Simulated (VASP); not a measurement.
Ti: single point with r2SCAN

Ti:

```xyz
1
Lattice="0.0000 2.0909 1.9691 2.0909 0.0000 1.9691 2.0909 2.0909 0.0000" Properties=species:S:1:pos:R:3 pbc="T T T"
Ti    0.0000    0.0000    0.0000
```

This cell differs from its parent crystal: strain +0.030 along x and y, -0.030 along z.

```yaml
Program: VASP 6.6.1
Task: single point
Functional: r2SCAN
Potentials_or_basis: VASP PAW PBE potentials, release 64 (Ti_sv)
Cutoff: 520 eV
k_mesh: 20 × 20 × 20
Occupations: gaussian, width 0.15 eV
Spin: no spin polarisation
Dipole_correction: no
Further_INCAR_settings: ALGO = Normal; EDIFF = 1e-06; NBANDS = 12
```

| Property | Result |
| --- | --- |
| Pressure | 1.3 GPa |
| Band gap on the k mesh | zero (bands 6 and 7 overlap by 1.44 eV) |

Stress tensor (GPa, compression positive):
```
0.67 0.00 0.00
0.00 0.67 0.00
0.00 0.00 2.62
```

Levels at points of the mesh, in eV from the Fermi level:
| k point | band 3 | band 4 | band 5 | band 6 | band 7 | band 8 | band 9 | band 10 |
| --- | --- | --- | --- | --- | --- | --- | --- | --- |
| (0.00, 0.00, 0.00) | -33.82 | -33.81 | -6.48 | 0.88 | 0.88 | 1.33 | 2.56 | 3.07 |
| (0.50, 0.00, 0.00) | -33.94 | -33.88 | -2.72 | 0.49 | 0.67 | 1.23 | 3.75 | 4.00 |
| (0.50, 0.50, 0.00) | -34.11 | -34.11 | -2.66 | -1.92 | 3.71 | 3.93 | 4.13 | 4.13 |
| (0.50, 0.00, 0.50) | -34.08 | -34.01 | -2.68 | -1.70 | 2.46 | 3.91 | 3.93 | 4.27 |

It took 7.3 min on 1 thread of Intel(R) Xeon(R) Platinum 8488C (Sapphire Rapids) (shared host), peak memory 0.25 GiB.

Caveat: the cell differs from its parent crystal (strain +0.030 along x and y, -0.030 along z); the PAW data sets were made with another functional, which shifts forces and pressure a little.
